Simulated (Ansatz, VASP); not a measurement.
**One calculation of Mg2ZnO3, two programs**

The input INCAR:

```
PREC     = Accurate       # precision mode
ENCUT    = 750            # plane-wave cutoff, eV
EDIFF    = 1E-6           # SCF threshold, eV
ISMEAR   = 0              # smearing method
SIGMA    = 0.01           # smearing width, eV
LREAL    = False          # projectors in reciprocal space
LASPH    = True           # aspherical terms in the spheres
NELM     = 200            # most SCF steps
ALGO     = Normal         # electronic algorithm
ISIF     = 2              # what is computed and relaxed
LWAVE    = False          # write WAVECAR
LCHARG   = True           # write CHGCAR
LDAU     = True           # DFT+U
LDAUTYPE = 2            
LDAUL    = -1 2 -1        # shell
LDAUU    = 0 4 0          # U, eV
LDAUJ    = 0 0 0        
LDAUPRINT= 1            
LELF     = True           # ELF
LVHAR    = True         
NBANDS   = 34             # bands
GGA_COMPAT= False
```

KPOINTS

```
regular mesh
0
Gamma
  12 12 4
```

POSCAR

```
Mg2ZnO3
1.0
    3.0330000000      0.0000000000      0.0000000000
   -1.5165000000      2.6266500000      0.0000000000
    0.0000000000      0.0000000000      7.4033200000
Mg Zn O
2 1 3
Direct
    0.3333333333      0.6666666667      0.6658000000
    0.6666666667      0.3333333333      0.3342000000
    0.0000000000      0.0000000000      0.0000000000
    0.3333333333      0.6666666667      0.1726200000
    0.6666666667      0.3333333333      0.8273800000
    0.0000000000      0.0000000000      0.5000000000
```

Input for Ansatz:

```yaml
crystal:
  lattice:
    - [3.033, 0.0, 0.0]
    - [-1.5165, 2.62665, 0.0]
    - [0.0, 0.0, 7.40332]
  atoms:
    - { symbol: Mg, position: [0.3333333333333333, 0.6666666666666666, 0.6658] }
    - { symbol: Mg, position: [0.6666666666666666, 0.3333333333333333, 0.3342] }
    - { symbol: Zn, position: [0.0, 0.0, 0.0] }
    - { symbol: O, position: [0.3333333333333333, 0.6666666666666666, 0.17262] }
    - { symbol: O, position: [0.6666666666666666, 0.3333333333333333, 0.82738] }
    - { symbol: O, position: [0.0, 0.0, 0.5] }
kpoints:
  mp_grid:
    grid: [12, 12, 4]
    shift: [0.0, 0.0, 0.0]
hamiltonian:
  xc: lda
  hubbard:
    - { species: Zn, l: d, u_eff: 4.0 }
scf:
  convergence:
    dr2_threshold: 1.0e-09
  occupations:
    method: fixed
output:
  eigenvalues: true
```

Alike in both runs: task single point; functional LDA; k mesh 12 × 12 × 4; no spin polarisation; Hubbard terms Zn d U = 4.0 eV.

|  | VASP | Ansatz |
| --- | --- | --- |
| version | VASP 6.6.1 | Ansatz 0.2.0 |
| potentials or method | VASP PAW LDA potentials, release 64 (Mg_sv, Zn, O) | plane waves, PAW |
| plane-wave cutoff (eV) | 750 | 420 |
| occupations | gaussian, width 0.01 eV | fixed |
| valence electrons in the cell | 50 | 50 |

```tsv
	VASP	Ansatz	Ansatz less VASP
gap on the k mesh at the Fermi level (eV)	3.06	2.97	-0.086
```

LDA's correlation is that of Perdew and Zunger in VASP and of Perdew and Wang (1992) in Ansatz. The programs project onto different local orbitals, so the same U acts differently, and such runs can settle in different states.
